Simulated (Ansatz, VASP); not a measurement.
HfN: VASP beside Ansatz

The input POSCAR:

```
HfN
1.0
    3.0854334487      0.0000000000      0.0000000000
   -1.5427167244      2.6720637483      0.0000000000
    0.0000000000      0.0000000000      2.8908649372
Hf N
1 1
Direct
    0.0000000000      0.0000000000      0.0000000000
    0.6666666667      0.3333333333      0.5000000000
```

File INCAR.step1:

```
SYSTEM = HfN
PREC = Accurate
ENCUT = 520
ISMEAR = 0
SIGMA = 0.05
LREAL = .FALSE.
LASPH = .TRUE.
NELM = 80
NBANDS = 14
GGA = PE
ALGO = Normal
EDIFF = 1E-4
LWAVE = .TRUE.
LCHARG = .FALSE.
```

INCAR.step2

```
SYSTEM = HfN
PREC = Accurate
ENCUT = 520
EDIFF = 1E-6
ISMEAR = 0
SIGMA = 0.05
LREAL = .FALSE.
LASPH = .TRUE.
NELM = 80
ALGO = Normal
ISIF = 2
LWAVE = .FALSE.
LCHARG = .FALSE.
METAGGA = R2SCAN
LMIXTAU = .TRUE.
NBANDS = 14
ISTART = 1
```

KPOINTS

```
regular mesh
0
G
  12 12 12
  0 0 0
```

Input for Ansatz:

```yaml
crystal:
  lattice:
    - [3.085433448723, 2.886743673908e-11, 0.0]
    - [-1.542716724386, 2.672063748266, 0.0]
    - [0.0, 0.0, 2.8908649372]
  atoms:
    - { symbol: Hf, position: [-3.700743415525e-17, 0.0, 0.0] }
    - { symbol: "N", position: [0.6666666666667, 0.3333333333333, 0.5] }
basis:
  ecutwfc: 500
  ecutrho_ratio: 4
kpoints:
  mp_grid: { grid: [12, 12, 12] }
hamiltonian:
  xc: r2scan
scf:
  occupations: { method: gaussian, width: 0.05 }
  initial_density: { chi_scale: 0.1 }
output:
  forces: true
  stress: true
```

Alike in both runs: task single point; functional r2SCAN; k mesh 12 × 12 × 12; occupations gaussian, width 0.05 eV; no spin polarisation.

|  | VASP | Ansatz |
| --- | --- | --- |
| version | VASP 6.6.1 | Ansatz 0.2.0 |
| potentials or method | VASP PAW PBE potentials, release 64 (Hf_pv, N), cutoff 520 eV | scalar-relativistic, plane waves, PAW |
| valence electrons in the cell | 15 | 31 |

```tsv
	VASP	Ansatz	Ansatz less VASP
pressure (GPa)	-2.2	0.0	+2.20
traceless stress, the component that is largest in VASP (GPa)	-0.24	0.00	+0.235
```

VASP's potentials were made for PBE, not for r2SCAN. VASP's potentials hold 15 valence electrons a cell and Ansatz's 31, so a difference there can come from the potentials and not from the codes.

Spin-orbit coupling is off throughout.
